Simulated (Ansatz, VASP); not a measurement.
SiC: VASP beside Ansatz

The input POSCAR:

```
SiC
1.0
    3.0760000000      0.0000000000      0.0000000000
   -1.5380000000      2.6638941420      0.0000000000
    0.0000000000      0.0000000000      5.0480000000
Si C
2 2
Direct
    0.6666666667      0.3333333333      0.5000000000
    0.3333333333      0.6666666667      0.0000000000
    0.6666666667      0.3333333333      0.8850000000
    0.3333333333      0.6666666667      0.3850000000
```

INCAR.step1

```
PREC = Accurate
ENCUT = 520
EDIFF = 1E-5
ISMEAR = -1
SIGMA = 0.05
LREAL = False
LASPH = True
NELM = 100
ALGO = Normal
ISIF = 2
LWAVE = True
LCHARG = False
GGA = PE
NBANDS = 16
```

File INCAR.step2:

```
PREC = Accurate
ENCUT = 520
EDIFF = 1E-6
ISMEAR = -1
SIGMA = 0.05
LREAL = False
LASPH = True
NELM = 100
ALGO = Normal
ISIF = 2
LWAVE = False
LCHARG = False
GGA = PS
LHFCALC = True
AEXX = 0.25
HFSCREEN = 0.207
PRECFOCK = Normal
ISTART = 1
NBANDS = 16
```

Contents of KPOINTS:

```
regular mesh
0
Gamma
  5 5 3
```

File input.yaml:

```yaml
crystal:
  lattice:
    - [3.076, 0.0, 0.0]
    - [-1.538, 2.663894142, 0.0]
    - [0.0, 0.0, 5.048]
  atoms:
    - { symbol: Si, position: [0.6666666667, 0.3333333333, 0.5] }
    - { symbol: Si, position: [0.3333333333, 0.6666666667, 0.0] }
    - { symbol: C, position: [0.6666666667, 0.3333333333, 0.885] }
    - { symbol: C, position: [0.3333333333, 0.6666666667, 0.385] }
hamiltonian:
  xc:
    exchange: hjs_pbesol
    correlation: pbesol
    exx: { coeff: 0.25, omega: 0.207 }
  pseudopotentials: { kind: paw }
kpoints:
  mp_grid: { grid: [5, 5, 3] }
  band_path:
    path:
      - [[0.0, 0.0, 0.0], [0.5, 0.0, 0.0], [0.3333333333, 0.3333333333, 0.0], [0.0, 0.0, 0.0], [0.0, 0.0, 0.5], [0.5, 0.0, 0.5], [0.3333333333, 0.3333333333, 0.5], [0.0, 0.0, 0.5]]
      - [[0.5, 0.0, 0.5], [0.5, 0.0, 0.0]]
      - [[0.3333333333, 0.3333333333, 0.0], [0.3333333333, 0.3333333333, 0.5]]
    npoints: 4
scf:
  occupations: { method: fermi_dirac, width: 0.05 }
  n_extra_bands: 10
output:
  forces: true
  stress: true
  eigenvalues: true
  fatbands: false
```

Alike in both runs: functional PBEsol-based screened hybrid; k mesh 5 × 5 × 3; occupations fermi-dirac, width 0.05 eV; no spin polarisation.

|  | VASP | Ansatz |
| --- | --- | --- |
| version | VASP 6.6.1 | Ansatz 0.2.0 |
| potentials or method | VASP PAW PBE potentials, release 64 (Si, C) | Ansatz PAW |
| plane-wave cutoff (eV) | 520 | 420 |
| valence electrons in the cell | 16 | 16 |
| task | single point | band structure |

```tsv
	VASP	Ansatz	Ansatz less VASP
gap on the k mesh at the Fermi level (eV)	3.69	3.69	+0.001
pressure (GPa)	-3.4	-3.3	+0.03
traceless stress, the component that is largest in VASP (GPa)	-3.26	-3.30	-0.039
rms of the force components (eV/Å)	0.438	0.436	-0.0018
```

VASP's potentials were made for PBE, not for PBEsol-based screened hybrid. Atom by atom the forces differ by 0.002 eV/Å (rms over components). With one functional, cell and mesh, what is left measures potentials, basis and numerics.

The k mesh is coarse, so the values compare programs but aren't converged.
